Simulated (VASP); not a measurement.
# SiC (Cmc2_1) in VASP: single point with PBE

Aim: the single point of SiC with PBE.

All numbers are computed with VASP 6.6.1; they aren't measurements. Logs are shortened: lines on timing, memory, paths and dates and some standing lists are left out, and cuts for length are marked.

## (1) The cell of the first run

The structure is orthorhombic, space group Cmc2_1 (No. 36). Conventional cell: a = 3.078 Å, b = 5.335 Å, c = 15.122 Å, α = 90.00°, β = 90.00°, γ = 90.00°. Within 2.5 Å of Si (site symmetry m) lie 4 C at 1.87 to 1.91 Å. Si (site symmetry m) has 4 C at 1.87 to 1.92 Å within 2.5 Å. Within 2.5 Å of Si (site symmetry m) lie 4 C at 1.87 to 1.92 Å. Within 2.5 Å of C (site symmetry m) lie 4 Si at 1.87 to 1.92 Å. C (site symmetry m) has 4 Si at 1.87 to 1.92 Å within 2.5 Å. Within 2.5 Å of C (site symmetry m) lie 4 Si at 1.87 to 1.91 Å.

## (2) Single point, PBE

File INCAR:

```
PREC = Accurate
ENCUT = 520
EDIFF = 1E-7
ISMEAR = 0
SIGMA = 0.05
LREAL = Auto
LASPH = T
NELM = 100
ALGO = Normal
ISIF = 2
LWAVE = F
LCHARG = F
GGA = PE
NBANDS = 126
```

File KPOINTS:

```
regular mesh
0
Gamma
  2 2 2
```

File POSCAR:

```
SiC
1.0
   -6.1556000000      0.0000000000      0.0000000000
   -3.0778000000     -5.3350000000      0.0000000000
   -3.0778000000      0.0000000000     15.1219000000
Si C
24 24
Direct
    0.9873500000      0.1673000000      0.8580000000
    0.4873500000      0.1673000000      0.8580000000
    0.9873500000      0.6673000000      0.8580000000
    0.4873500000      0.6673000000      0.8580000000
    0.9046500000      0.8327000000      0.3580000000
    0.4046500000      0.8327000000      0.3580000000
    0.9046500000      0.3327000000      0.3580000000
    0.4046500000      0.3327000000      0.3580000000
    0.9876000000      0.5007000000      0.5241000000
    0.4876000000      0.5007000000      0.5241000000
    0.9876000000      0.0007000000      0.5241000000
    0.4876000000      0.0007000000      0.5241000000
    0.7383000000      0.4993000000      0.0241000000
    0.2383000000      0.4993000000      0.0241000000
    0.7383000000      0.9993000000      0.0241000000
    0.2383000000      0.9993000000      0.0241000000
    0.7365300000      0.8357000000      0.6912400000
    0.2365300000      0.8357000000      0.6912400000
    0.7365300000      0.3357000000      0.6912400000
    0.2365300000      0.3357000000      0.6912400000
    0.8222300000      0.1643000000      0.1912400000
    0.3222300000      0.1643000000      0.1912400000
    0.8222300000      0.6643000000      0.1912400000
    0.3222300000      0.6643000000      0.1912400000
    0.9268500000      0.4960000000      0.6503000000
    0.4268500000      0.4960000000      0.6503000000
    0.9268500000      0.9960000000      0.6503000000
    0.4268500000      0.9960000000      0.6503000000
    0.6728500000      0.5040000000      0.1503000000
    0.1728500000      0.5040000000      0.1503000000
    0.6728500000      0.0040000000      0.1503000000
    0.1728500000      0.0040000000      0.1503000000
    0.9291500000      0.1600000000      0.9817000000
    0.4291500000      0.1600000000      0.9817000000
    0.9291500000      0.6600000000      0.9817000000
    0.4291500000      0.6600000000      0.9817000000
    0.8391500000      0.8400000000      0.4817000000
    0.3391500000      0.8400000000      0.4817000000
    0.8391500000      0.3400000000      0.4817000000
    0.3391500000      0.3400000000      0.4817000000
    0.6771000000      0.8290000000      0.8168000000
    0.1771000000      0.8290000000      0.8168000000
    0.6771000000      0.3290000000      0.8168000000
    0.1771000000      0.3290000000      0.8168000000
    0.7561000000      0.1710000000      0.3168000000
    0.2561000000      0.1710000000      0.3168000000
    0.7561000000      0.6710000000      0.3168000000
    0.2561000000      0.6710000000      0.3168000000
```

Potentials or basis: VASP PAW PBE potentials, release 64 (Si, C).

On the command line:

```console
> cat potpaw_PBE.64/Si/POTCAR potpaw_PBE.64/C/POTCAR > POTCAR
> mpirun -np 1 vasp_std > vasp.out
```

OUTCAR:

```text
PREC = Accurate
   ENCUT = 520
   EDIFF = 1E-7
   ISMEAR = 0
   LREAL = Auto
   LASPH = T
   NELM = 100
   ISIF = 2
   GGA = PE

 ion  position               nearest neighbor table
   1  0.987  0.167  0.858-  43 1.87  44 1.87  33 1.87  42 1.91  13 3.07   2 3.08   2 3.08  15 3.08
                            16 3.08   3 3.08   4 3.08   3 3.08   4 3.08  18 3.08  19 3.09  20 3.09
   2  0.487  0.167  0.858-  44 1.87  43 1.87  34 1.87  41 1.91  14 3.07   1 3.08   1 3.08  16 3.08
                            15 3.08   3 3.08   4 3.08   4 3.08   3 3.08  17 3.08  20 3.09  19 3.09
   3  0.987  0.667  0.858-  41 1.87  42 1.87  35 1.87  44 1.91  15 3.07   4 3.08   4 3.08  13 3.08
                            14 3.08   1 3.08   2 3.08   2 3.08   1 3.08  20 3.08  17 3.09  18 3.09
   4  0.487  0.667  0.858-  42 1.87  41 1.87  36 1.87  43 1.91  16 3.07   3 3.08   3 3.08  14 3.08
                            13 3.08   1 3.08   2 3.08   1 3.08   2 3.08  19 3.08  18 3.09  17 3.09
   5  0.905  0.833  0.358-  47 1.87  48 1.87  37 1.87  45 1.91   9 3.07   6 3.08   6 3.08  12 3.08
                            11 3.08   7 3.08   8 3.08   7 3.08   8 3.08  21 3.08  23 3.09  24 3.09
   6  0.405  0.833  0.358-  48 1.87  47 1.87  38 1.87  46 1.91  10 3.07   5 3.08   5 3.08  11 3.08
                            12 3.08   7 3.08   8 3.08   8 3.08   7 3.08  22 3.08  23 3.09  24 3.09
   7  0.905  0.333  0.358-  45 1.87  46 1.87  39 1.87  47 1.91  11 3.07   8 3.08   8 3.08  10 3.08
                             9 3.08   5 3.08   6 3.08   6 3.08   5 3.08  23 3.08  22 3.09  21 3.09
   8  0.405  0.333  0.358-  46 1.87  45 1.87  40 1.87  48 1.91  12 3.07   7 3.08   7 3.08   9 3.08
                            10 3.08   5 3.08   6 3.08   5 3.08   6 3.08  24 3.08  22 3.09  21 3.09
   9  0.988  0.501  0.524-  39 1.87  40 1.87  25 1.91  37 1.92   5 3.07  10 3.08  10 3.08   8 3.08
[... 53 lines left out ...]
  47  0.756  0.671  0.317-   5 1.87   6 1.87  23 1.90   7 1.91
  48  0.256  0.671  0.317-   6 1.87   5 1.87  24 1.90   8 1.91

  LATTYP: Found a face centered orthorhombic cell.
 ALAT       =     6.1556000000
 B/A-ratio  =     1.7333809864
 C/A-ratio  =     4.9132172331

  Lattice vectors:

 A1 = (  -0.0000000000,  -5.3350000000,  15.1219000000)
 A2 = (  -3.0778000000,   0.0000000000,  15.1219000000)
 A3 = (  -3.0778000000,  -5.3350000000,   0.0000000000)

Analysis of symmetry for initial positions (statically):
=====================================================================
 Subroutine PRICEL returns following result:

  LATTYP: Found a base centered orthorhombic cell.
 ALAT       =     3.0778000000
 B/A-ratio  =     1.7333809864
 C/A-ratio  =     4.9132172331

  Lattice vectors:

 A1 = (  -1.5389000000,   2.6675000000,   0.0000000000)
 A2 = (  -1.5389000000,  -2.6675000000,   0.0000000000)
[... 150 lines left out ...]
   NELECT =     192.0000    total number of electrons
   NUPDOWN=      -1.0000    fix difference up-down
   EMIN   =  10.00;   EMAX   =-10.00  energy-range for DOS
   EFERMI =   0.00;   METHOD = LEGACY
   ISMEAR =     0;   SIGMA  =   0.05  broadening in eV -4-tet -1-fermi 0-gaus
   EFERMI_NEDOS =   21; number of points for ismear=-14 and -15
   IALGO  =     38    algorithm
   IMIX   =      4    mixing-type and parameters
     AMIX     =   0.40;   BMIX     =  1.00
     AMIX_MAG =   1.60;   BMIX_MAG =  1.00
  volume/ion in A,a.u.               =      10.35        69.82
  Fermi-wavevector in a.u.,A,eV,Ry     =   1.192628  2.253739 19.352390  1.422361
  Thomas-Fermi vector in A             =   2.328661
   LORBIT       =      0    0 simple, 1 ext, 2 COOP (PROOUT), +10 PAW based schemes
   GGA     = PE    functional components
   LHFCALC =     F    Hartree Fock is set to
   AEXX    =    0.0000 exact exchange contribution
   IVDW    =     0    specifies the selected vdW correction
   LEPSILON=     F    determine dielectric tensor
   LRPA    =     F    only Hartree local field effects (RPA)
 non-spin polarized calculation
 Gauss-broadening in eV      SIGMA  =   0.05
  energy-cutoff  :      520.00
  volume of cell :      496.61
 maximum number of plane-waves:     13400
 NGX is ok and might be reduce to    48
   NGX = 23   NGY = 23   NGZ = 57

 number of electron     192.0000010 magnetization

 Free energy of the ion-electron system (eV)
  ---------------------------------------------------
  ext. energy  EPLUGINS =         0.00000000
  ---------------------------------------------------
  free energy    TOTEN  =      -359.64775220 eV

  energy without entropy =     -359.64775220  energy(sigma->0) =     -359.64775220

 E-fermi :   8.5230     XC(G=0): -11.3468

 val. band max:        8.2851997420   @ k =   0.0000   0.0000   0.0000
 cond. band min:      10.1405974664   @ k =   0.0000   0.0000   0.0000
 fundamental gap:      1.8553977243
 Fermi energy:         8.5230279662

 k-point     1 :       0.0000    0.0000    0.0000
  band No.  band energies     occupation
      1      -7.2893      2.00000
      2      -6.7856      2.00000
      3      -6.7143      2.00000
      4      -5.2597      2.00000
      5      -5.1887      2.00000
      6      -3.8725      2.00000
[... 544 lines left out ...]
    107      12.8484      0.00000
    108      12.8484      0.00000
 [bands above 108 left out]

------------------------ aborting loop because EDIFF is reached ----------------------------------------

  FORCE on cell =-STRESS in cart. coord.  units (eV):
  Direction    XX          YY          ZZ          XY          YZ          ZX
  --------------------------------------------------------------------------------------
  -------------------------------------------------------------------------------------
  Total       18.5936313      7.0847577      6.4489679      0.0000000      0.0000000      0.0000000
  in kB       59.9878946     22.8572727     20.8060492      0.0000000      0.0000000      0.0000000
  external PRESSURE =      34.5504055 kB  Pullay stress =       0.0000000 kB

 VOLUME and BASIS-vectors are now :
 -----------------------------------------------------------------------------
  energy-cutoff  :      520.00
  volume of cell :      496.61
      direct lattice vectors                 reciprocal lattice vectors
    -6.155600000  0.000000000  0.000000000    -0.162453701  0.093720712 -0.033064628
    -3.077800000 -5.335000000  0.000000000     0.000000000 -0.187441425  0.000000000
    -3.077800000  0.000000000 15.121900000     0.000000000  0.000000000  0.066129256

 POSITION                                       TOTAL-FORCE (eV/Angst)
 -----------------------------------------------------------------------------------
     -9.23340     -0.89255     12.97459        -0.000000      0.515742     -0.250633
     -6.15560     -0.89255     12.97459        -0.000000      0.515742     -0.250633
    -10.77230     -3.56005     12.97459        -0.000000      0.515742     -0.250633
     -7.69450     -3.56005     12.97459        -0.000000      0.515742     -0.250633
     -9.23340     -4.44245      5.41364         0.000000     -0.515742     -0.250633
     -6.15560     -4.44245      5.41364         0.000000     -0.515742     -0.250633
[... 40 lines left out ...]
     -7.69450     -3.57978      4.79062        -0.000000      0.528441     -0.183624
     -4.61670     -3.57978      4.79062        -0.000000      0.528441     -0.183624
 -----------------------------------------------------------------------------------
    total drift:                               -0.000009      0.000000      0.002510

  FREE ENERGIE OF THE ION-ELECTRON SYSTEM (eV)
  ---------------------------------------------------
  free  energy   TOTEN  =      -359.6477522001 eV

  energy  without entropy=     -359.6477522001  energy(sigma->0) =     -359.64775220
```

OSZICAR:

```text
N       E                     dE             d eps       ncg     rms          rms(c)
DAV:   1     0.594133226866E+03    0.59413E+03   -0.88018E+04  1260   0.138E+03
DAV:   2    -0.340392315059E+03   -0.93453E+03   -0.88170E+03  1578   0.240E+02
DAV:   3    -0.403638347257E+03   -0.63246E+02   -0.62614E+02  1504   0.598E+01
DAV:   4    -0.405080081932E+03   -0.14417E+01   -0.14356E+01  1512   0.986E+00
DAV:   5    -0.405123469140E+03   -0.43387E-01   -0.43304E-01  1504   0.161E+00    0.434E+01
DAV:   6    -0.360997283055E+03    0.44126E+02   -0.14898E+02  1400   0.240E+01    0.191E+01
DAV:   7    -0.359823544077E+03    0.11737E+01   -0.12299E+01  1576   0.728E+00    0.834E+00
DAV:   8    -0.359655747009E+03    0.16780E+00   -0.80775E-01  1456   0.203E+00    0.235E+00
DAV:   9    -0.359644196070E+03    0.11551E-01   -0.10579E-01  1464   0.819E-01    0.350E-01
DAV:  10    -0.359647064854E+03   -0.28688E-02   -0.88763E-03  1504   0.229E-01    0.183E-01
DAV:  11    -0.359647749818E+03   -0.68496E-03   -0.13437E-03  1408   0.111E-01    0.442E-02
DAV:  12    -0.359647741519E+03    0.82988E-05   -0.81690E-05  1496   0.257E-02    0.226E-02
DAV:  13    -0.359647747155E+03   -0.56364E-05   -0.24600E-05  1408   0.135E-02    0.645E-03
DAV:  14    -0.359647750611E+03   -0.34561E-05   -0.29109E-06  1440   0.411E-03    0.382E-03
DAV:  15    -0.359647752094E+03   -0.14823E-05   -0.80001E-07  1408   0.237E-03    0.179E-03
DAV:  16    -0.359647752255E+03   -0.16161E-06   -0.60663E-08   800   0.847E-04    0.105E-03
DAV:  17    -0.359647752200E+03    0.55075E-07   -0.76191E-08   768   0.672E-04
   1 F= -.35964775E+03 E0= -.35964775E+03  d E =-.526542E-12
```

stdout:

```text
POSCAR found type information on POSCAR SiC
 POSCAR found :  2 types and      48 ions
 scaLAPACK will be used
 LDA part: xc-table for (Slater+PW92), standard interpolation
 POSCAR, INCAR and KPOINTS ok, starting setup
 FFT: planning ... GRIDC
 FFT: planning ... GRID_SOFT
 FFT: planning ... GRID
 WAVECAR not read
 entering main loop
```

Wall time 27 min (1 thread of AMD EPYC, shared host); peak memory 0.63 GiB.

What came out:

```
Free energy            : -359.6478 eV
Pressure               : 3.5 GPa
Largest force          : 0.747 eV/Å
Band gap on the k mesh : 1.86 eV
```

Forces in eV/Å, atoms in the order of the input:
```
Si   0.000  0.516 -0.251
Si   0.000  0.516 -0.251
Si   0.000  0.516 -0.251
Si   0.000  0.516 -0.251
Si   0.000 -0.516 -0.251
Si   0.000 -0.516 -0.251
Si   0.000 -0.516 -0.251
Si   0.000 -0.516 -0.251
Si   0.000 -0.450  0.070
Si   0.000 -0.450  0.070
Si   0.000 -0.450  0.070
Si   0.000 -0.450  0.070
Si   0.000  0.450  0.070
Si   0.000  0.450  0.070
Si   0.000  0.450  0.070
Si   0.000  0.450  0.070
Si   0.000  0.658  0.178
Si   0.000  0.658  0.178
Si   0.000  0.658  0.178
Si   0.000  0.658  0.178
Si   0.000 -0.658  0.178
Si   0.000 -0.658  0.178
Si   0.000 -0.658  0.178
Si   0.000 -0.658  0.178
C    0.000 -0.611 -0.255
C    0.000 -0.611 -0.255
C    0.000 -0.611 -0.255
C    0.000 -0.611 -0.255
C    0.000  0.611 -0.255
C    0.000  0.611 -0.255
C    0.000  0.611 -0.255
C    0.000  0.611 -0.255
C    0.000 -0.604  0.441
C    0.000 -0.604  0.441
C    0.000 -0.604  0.441
C    0.000 -0.604  0.441
C    0.000  0.604  0.441
C    0.000  0.604  0.441
C    0.000  0.604  0.441
C    0.000  0.604  0.441
C    0.000 -0.528 -0.184
C    0.000 -0.528 -0.184
C    0.000 -0.528 -0.184
C    0.000 -0.528 -0.184
C    0.000  0.528 -0.184
C    0.000  0.528 -0.184
C    0.000  0.528 -0.184
C    0.000  0.528 -0.184
```

Levels at points of the mesh, in eV from the valence-band top:
| k point | band 93 | band 94 | band 95 | band 96 | band 97 | band 98 | band 99 | band 100 |
| --- | --- | --- | --- | --- | --- | --- | --- | --- |
| (0.00, 0.00, 0.00) | -0.33 | -0.22 | -0.11 | 0.00 | 1.86 | 1.95 | 1.95 | 1.95 |
| (0.50, 0.00, 0.00) | -0.85 | -0.85 | -0.62 | -0.62 | 3.50 | 3.50 | 3.60 | 3.60 |
| (0.00, 0.50, 0.00) | -0.81 | -0.81 | -0.73 | -0.73 | 3.52 | 3.52 | 3.68 | 3.68 |
| (0.00, 0.00, 0.50) | -0.31 | -0.31 | -0.09 | -0.09 | 1.93 | 1.93 | 1.94 | 1.94 |
| (0.00, 0.50, 0.50) | -0.91 | -0.91 | -0.91 | -0.91 | 3.45 | 3.45 | 3.63 | 3.63 |

Caveat: the k points lie up to 0.60 Å⁻¹ apart. As with any semilocal functional, this PBE gap is likely too small.
